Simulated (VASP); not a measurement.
Write the native input for VASP 6.6.1 that does the following.

```yaml
Task: single point
Functional: LDA
Potentials_or_basis: VASP PAW LDA potentials, release 64 (Ir)
Cutoff: 500 eV
k_mesh: 23 × 23 × 23
Occupations: fermi-dirac, width 0.1 eV
Spin: no spin polarisation
Dipole_correction: no
Further_INCAR_settings: ALGO = Normal; EDIFF = 1e-06; NBANDS = 10
```

The structure of Ir lies in POSCAR:

```
Ir
1.0
    0.0000000000      1.8803315990      1.8803315990
    1.8803315990      0.0000000000      1.8803315990
    1.8803315990      1.8803315990      0.0000000000
Ir
1
Direct
    0.0000000000      0.0000000000      0.0000000000
```

This cell differs from its parent crystal: volume scaled by 0.96.

The input as run:

INCAR

```
ALGO = Normal
EDIFF = 1E-6
ENCUT = 500
GGA_COMPAT = F
ISIF = 2
ISMEAR = -1
LASPH = T
LCHARG = F
LREAL = F
LWAVE = F
NBANDS = 10
NELM = 120
PREC = Accurate
SIGMA = 0.1
```

KPOINTS

```
k-points
0
Gamma
  23 23 23
```

Potentials or basis: VASP PAW LDA potentials, release 64 (Ir).

Command:

```sh
$ cat potpaw_LDA.64/Ir/POTCAR > POTCAR
$ mpirun -np 1 vasp_std > vasp.out
```

Results of the run:

The pressure is 21.2 GPa.

Run time: 20 s on 1 thread of Intel(R) Xeon(R) 6975P-C (Granite Rapids) (shared host), peak memory 0.16 GiB.
